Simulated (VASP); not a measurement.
Runs of VASP 6.6.1 on WSe2. The structure is that of space group P6_3/mmc (No. 194), or close to it. The cells are those of the table. 

```csv
task,cell,cutoff (eV),gap on the mesh (eV),pressure (GPa),largest force (eV/Å)
single point,"a = 3.118, b = 3.118, c = 11.724 Å, angles 90.0, 90.0, 120.0°, 6 atoms",520,0.23,15.2,(a)
relaxation of shape and atoms at fixed volume,"relaxed from a = 3.280, b = 3.280, c = 12.762 Å, angles 90.0, 90.0, 120.0°, 6 atoms",600,(b),-2.9,-
single point,"a = 3.230, b = 3.230, c = 12.415 Å, angles 90.0, 90.0, 120.0°, 6 atoms",520,0.70,0.5,0.06
relaxation of cell and atoms,"relaxed from a = 3.290, b = 3.290, c = 12.970 Å, angles 90.0, 90.0, 120.0°, 6 atoms",600,0.71,0.0,-
single point,"a = 3.151, b = 3.151, c = 11.871 Å, angles 90.0, 90.0, 120.0°, 6 atoms",520,0.36,10.2,0.07
single point,"a = 3.249, b = 3.249, c = 12.640 Å, angles 90.0, 90.0, 120.0°, 6 atoms",520,(c),-1.3,0.06
single point,"a = 3.181, b = 3.181, c = 12.032 Å, angles 90.0, 90.0, 120.0°, 6 atoms",520,0.48,6.1,0.07
single point,"a = 3.208, b = 3.208, c = 12.214 Å, angles 90.0, 90.0, 120.0°, 6 atoms",520,0.59,3.0,0.07
```

Alike in all rows: level PBEsol+D3(BJ); potentials or basis VASP PAW PBE potentials, release 64 (W_sv, Se); no spin polarisation; k mesh 12 × 12 × 2; smearing gaussian 0.02 eV.

**Question.** Fill in the values left out.

**Answer.** (a) 0.08; (b) 0.90; (c) 0.81.

Caveats: the PAW data sets were made with another functional, which shifts forces and pressure a little; spin-orbit coupling is left out, which moves the levels of the heavy elements.

A k mesh can miss the band edges, and the runs leave out spin-orbit coupling on Se, W.
